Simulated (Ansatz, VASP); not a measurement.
**CaO: VASP beside Ansatz**

The input INCAR:

```
PREC = Accurate
ENCUT = 520
EDIFF = 1E-7
ISMEAR = 0
SIGMA = 0.025
LREAL = False
LASPH = True
NELM = 100
ALGO = Normal
ISIF = 2
LWAVE = False
LCHARG = False
GGA = PE
NBANDS = 15
```

File KPOINTS:

```
Automatic mesh
0
Gamma
  10 10 10
```

File POSCAR:

```
CaO
1.0
    0.0000000000      2.4035556960      2.4035556960
    2.4035556960      0.0000000000      2.4035556960
    2.4035556960      2.4035556960      0.0000000000
Ca O
1 1
Direct
    0.0000000000      0.0000000000      0.0000000000
    0.5000000000      0.5000000000      0.5000000000
```

The input input.yaml:

```yaml
crystal:
  lattice:
    - [0.0, 2.403555696, 2.403555696]
    - [2.403555696, 0.0, 2.403555696]
    - [2.403555696, 2.403555696, 0.0]
  atoms:
    - { symbol: Ca, position: [0.0, 0.0, 0.0] }
    - { symbol: O, position: [0.5, 0.5, 0.5] }
kpoints:
  mp_grid: { grid: [10, 10, 10] }
scf:
  occupations: { method: gaussian, width: 0.025 }
hamiltonian:
  xc: pbe
  pseudopotentials: { kind: all_electron, lapw: { basis_error: 0.001 } }
output:
  forces: true
  stress: true
  eigenvalues: true
```

Alike in both runs: task single point; functional PBE; k mesh 10 × 10 × 10; occupations gaussian, width 0.025 eV; no spin polarisation.

|  | VASP | Ansatz |
| --- | --- | --- |
| version | VASP 6.6.1 | Ansatz 0.2.0 |
| potentials or method | VASP PAW PBE potentials, release 64 (Ca_sv, O), cutoff 520 eV | all-electron LAPW, scalar-relativistic |

```csv
,VASP,Ansatz,Ansatz less VASP
gap on the k mesh at the Fermi level (eV),3.64,3.65,+0.016
least direct gap on the mesh (eV),4.01,4.03,+0.015
pressure (GPa),2.2,1.6,-0.60
```

Ansatz ran all-electron here, and VASP with PAW potentials.
